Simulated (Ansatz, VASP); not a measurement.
**Cs in VASP and in Ansatz**

The input INCAR:

```
ALGO = Normal
EDIFF = 1E-6
ENCUT = 520
GGA = PE
ISIF = 2
ISMEAR = -1
LASPH = True
LCHARG = False
LREAL = False
LWAVE = False
NBANDS = 10
NELM = 100
PREC = Accurate
SIGMA = 0.08
```

Contents of KPOINTS:

```
k-points
0
Gamma
  8 8 8
```

File POSCAR:

```
Cs
1.0
    4.7473408126      0.0000000000      0.0000000000
    0.0000000000      4.7473408126      0.0000000000
    0.0000000000      0.0000000000      4.7473408126
Cs
1
Direct
    0.0000000000      0.0000000000      0.0000000000
```

Input for Ansatz:

```yaml
crystal:
  lattice:
    - [4.7473408126, 0.0, 0.0]
    - [0.0, 4.7473408126, 0.0]
    - [0.0, 0.0, 4.7473408126]
  atoms:
    - { symbol: Cs, position: [0.0, 0.0, 0.0] }
kpoints:
  mp_grid: { grid: [8, 8, 8] }
scf:
  occupations: { method: fermi_dirac, width: 0.08 }
hamiltonian:
  xc: pbe
  pseudopotentials: { kind: nc }
output:
  forces: true
  stress: true
  eigenvalues: true
```

Change from the starting cell: volume scaled by 0.85, norm-conserving files.

Alike in both runs: task single point; functional PBE; k mesh 8 × 8 × 8; occupations fermi-dirac, width 0.08 eV; no spin polarisation.

```csv
,VASP,Ansatz
version,VASP 6.6.1,Ansatz 0.2.0
potentials or method,"VASP PAW PBE potentials, release 64 (Cs_sv)",scalar-relativistic
plane-wave cutoff (eV),520,680
valence electrons in the cell,9,9
```

|  | VASP | Ansatz | Ansatz less VASP |
| --- | --- | --- | --- |
| pressure (GPa) | 0.4 | 0.4 | +0.01 |

The functional is the same, so the differences come from potentials, cutoffs and numerics.

Neither program's run includes spin-orbit coupling.
